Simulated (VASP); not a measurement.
# Au (Pm-3m) in VASP: single point with PBE

Aim: the single point of Au with PBE.

Everything below comes from runs of VASP 6.6.1. Logs are shortened: lines on timing, memory, paths and dates and some standing lists are left out, and cuts for length are marked.

## (1) The cell of the first run

It takes space group Pm-3m (No. 221, cubic). The conventional cell has a = 2.748 Å, b = 2.748 Å, c = 2.748 Å, α = 90.00°, β = 90.00°, γ = 90.00°. Within 3.6 Å of Au (site symmetry m-3m) lie 6 Au at 2.75 Å.

## (2) Single point, PBE

INCAR reads:

```
  ALGO = Normal
  EDIFF = 1E-6
  ENCUT = 520
  GGA = PE
  ISIF = 2
  ISMEAR = -1
  LASPH = True
  LCHARG = False
  LREAL = False
  LWAVE = False
  NBANDS = 12
  NELM = 60
  PREC = Accurate
  SIGMA = 0.1
```

KPOINTS reads:

```
k-points
0
Gamma
  6 6 6
```

POSCAR reads:

```
Au
1.0
    2.7480262617      0.0000000000      0.0000000000
    0.0000000000      2.7480262617      0.0000000000
    0.0000000000      0.0000000000      2.7480262617
Au
1
Direct
    0.0000000000      0.0000000000      0.0000000000
```

Potentials or basis: VASP PAW PBE potentials, release 64 (Au).

The run is started by

```sh
> cat potpaw_PBE.64/Au/POTCAR > POTCAR
> mpirun -np 1 vasp_std > vasp.out
```

OUTCAR:

```text
EDIFF = 1E-6
   ENCUT = 520
   GGA = PE
   ISIF = 2
   ISMEAR = -1
   LASPH = True
   LREAL = False
   NELM = 60
   PREC = Accurate

 ion  position               nearest neighbor table
   1  0.000  0.000  0.000-

  LATTYP: Found a simple cubic cell.
 ALAT       =     2.7480262617

  Lattice vectors:

 A1 = (   2.7480262617,   0.0000000000,   0.0000000000)
 A2 = (   0.0000000000,   2.7480262617,   0.0000000000)
 A3 = (   0.0000000000,   0.0000000000,   2.7480262617)

Analysis of symmetry for initial positions (statically):
=====================================================================
 Subroutine PRICEL returns:
 Original cell was already a primitive cell.

 Routine SETGRP: Setting up the symmetry group for a
 simple cubic supercell.

 Subroutine GETGRP returns: Found 48 space group operations
 (whereof 48 operations were pure point group operations)
 out of a pool of 48 trial point group operations.

The static configuration has the point symmetry O_h .

Analysis of symmetry for dynamics (positions and initial velocities):
=====================================================================
 Subroutine PRICEL returns:
 Original cell was already a primitive cell.

 Routine SETGRP: Setting up the symmetry group for a
 simple cubic supercell.

 Subroutine GETGRP returns: Found 48 space group operations
 (whereof 48 operations were pure point group operations)
 out of a pool of 48 trial point group operations.

The dynamic configuration has the point symmetry O_h .

 Subroutine INISYM returns: Found 48 space group operations
 (whereof 48 operations are pure point group operations),
 and found     1 'primitive' translations

----------------------------------------------------------------------------------------

                                     Primitive cell

  volume of cell :      20.7521

  direct lattice vectors                    reciprocal lattice vectors
     2.748026262  0.000000000  0.000000000     0.363897541  0.000000000  0.000000000
     0.000000000  2.748026262  0.000000000     0.000000000  0.363897541  0.000000000
     0.000000000  0.000000000  2.748026262     0.000000000  0.000000000  0.363897541

  length of vectors
     2.748026262  2.748026262  2.748026262     0.363897541  0.363897541  0.363897541

  position of ions in fractional coordinates (direct lattice)
     0.000000000  0.000000000  0.000000000

  ion indices of the primitive-cell ions
[... 74 lines left out ...]
   NFREE  =      0    steps in history (QN), initial steepest desc. (CG)
   ISIF   =      2    stress and relaxation
   ISYM   =      2    0-nonsym 1-usesym 2-fastsym
   POTIM  = 0.5000    time-step for ionic-motion
   TEBEG  =    0.0;   TEEND  =   0.0 temperature during run
   PSTRESS=    0.0 pullay stress
   NELECT =      11.0000    total number of electrons
   NUPDOWN=      -1.0000    fix difference up-down
   EMIN   =  10.00;   EMAX   =-10.00  energy-range for DOS
   EFERMI =   0.00;   METHOD = LEGACY
   ISMEAR =    -1;   SIGMA  =   0.10  broadening in eV -4-tet -1-fermi 0-gaus
   EFERMI_NEDOS =   21; number of points for ismear=-14 and -15
   IALGO  =     38    algorithm
   IMIX   =      4    mixing-type and parameters
     AMIX     =   0.40;   BMIX     =  1.00
     AMIX_MAG =   1.60;   BMIX_MAG =  1.00
  volume/ion in A,a.u.               =      20.75       140.04
  Fermi-wavevector in a.u.,A,eV,Ry     =   1.324905  2.503708 23.883315  1.755374
  Thomas-Fermi vector in A             =   2.454406
   LORBIT       =      0    0 simple, 1 ext, 2 COOP (PROOUT), +10 PAW based schemes
   GGA     = PE    functional components
   LHFCALC =     F    Hartree Fock is set to
   AEXX    =    0.0000 exact exchange contribution
   IVDW    =     0    specifies the selected vdW correction
   LEPSILON=     F    determine dielectric tensor
   LRPA    =     F    only Hartree local field effects (RPA)
 non-spin polarized calculation
  energy-cutoff  :      520.00
  volume of cell :       20.75
 maximum number of plane-waves:       587
   NGX = 11   NGY = 11   NGZ = 11

 number of electron      10.9999996 magnetization

 Free energy of the ion-electron system (eV)
  ---------------------------------------------------
  ext. energy  EPLUGINS =         0.00000000
  ---------------------------------------------------
  free energy    TOTEN  =        -3.07985258 eV

  energy without entropy =       -3.05651402  energy(sigma->0) =       -3.06818330

 E-fermi :   6.0116     XC(G=0): -11.4305

 val. band max:        5.9966535485   @ k =   0.5000   0.5000   0.5000
 cond. band min:       7.1478797979   @ k =   0.5000   0.1667   0.0000
 fundamental gap:      1.1512262494
 Fermi energy:         6.0115976326

 k-point     1 :       0.0000    0.0000    0.0000
  band No.  band energies     occupation
      1      -1.4748      2.00000
      2       0.6250      2.00000
      3       0.6250      2.00000
      4       4.7779      1.99999
      5       4.7779      1.99999
      6       4.7779      1.99999
      7      20.1171      0.00000
      8      20.1171      0.00000
      9      20.1171      0.00000
     10      24.9452      0.00000
     11      27.3545      0.00000
     12      27.3545      0.00000
[... 271 lines left out ...]
 k-point    20 :       0.5000    0.5000    0.5000
  band No.  band energies     occupation
      1       1.3625      2.00000
      2       1.3625      2.00000
      3       1.3625      2.00000
      4       5.9967      1.07458
      5       5.9967      1.07458
      6      14.6724      0.00000
      7      14.6724      0.00000
      8      14.6724      0.00000
      9      16.4797      0.00000
     10      18.3733      0.00000
     11      22.7069      0.00000
     12      22.7069      0.00000

------------------------ aborting loop because EDIFF is reached ----------------------------------------

  FORCE on cell =-STRESS in cart. coord.  units (eV):
  Direction    XX          YY          ZZ          XY          YZ          ZX
  --------------------------------------------------------------------------------------
  -------------------------------------------------------------------------------------
  Total       -0.1710212     -0.1710212     -0.1710212      0.0000000      0.0000000     -0.0000000
  in kB      -13.2037715    -13.2037715    -13.2037715      0.0000000      0.0000000     -0.0000000
  external PRESSURE =     -13.2037715 kB  Pullay stress =       0.0000000 kB

 VOLUME and BASIS-vectors are now :
 -----------------------------------------------------------------------------
  energy-cutoff  :      520.00
  volume of cell :       20.75
      direct lattice vectors                 reciprocal lattice vectors
     2.748026262  0.000000000  0.000000000     0.363897541  0.000000000  0.000000000
     0.000000000  2.748026262  0.000000000     0.000000000  0.363897541  0.000000000
     0.000000000  0.000000000  2.748026262     0.000000000  0.000000000  0.363897541

 POSITION                                       TOTAL-FORCE (eV/Angst)
 -----------------------------------------------------------------------------------
      0.00000      0.00000      0.00000         0.000000      0.000000      0.000000
 -----------------------------------------------------------------------------------
    total drift:                                0.000000      0.000000      0.000000

  FREE ENERGIE OF THE ION-ELECTRON SYSTEM (eV)
  ---------------------------------------------------
  free  energy   TOTEN  =        -3.0798525842 eV

  energy  without entropy=       -3.0565140193  energy(sigma->0) =       -3.06818330
```

stdout:

```text
POSCAR found type information on POSCAR Au
 POSCAR found :  1 types and       1 ions
 scaLAPACK will be used
 LDA part: xc-table for (Slater+PW92), standard interpolation
 POSCAR, INCAR and KPOINTS ok, starting setup
 FFT: planning ... GRIDC
 FFT: planning ... GRID_SOFT
 FFT: planning ... GRID
 WAVECAR not read
 entering main loop
```

Run time: 6.7 s. Hardware: 1 thread of Intel Xeon Platinum 8259CL at 2.50GHz (Skylake/Cascade Lake), shared host; peak memory 0.12 GiB.

Results:

```yaml
Free_energy: -3.0799 eV
Pressure: -1.3 GPa
```

Caveat: the k points lie up to 0.38 Å⁻¹ apart; spin-orbit coupling is left out, which moves the levels of the heavy elements.
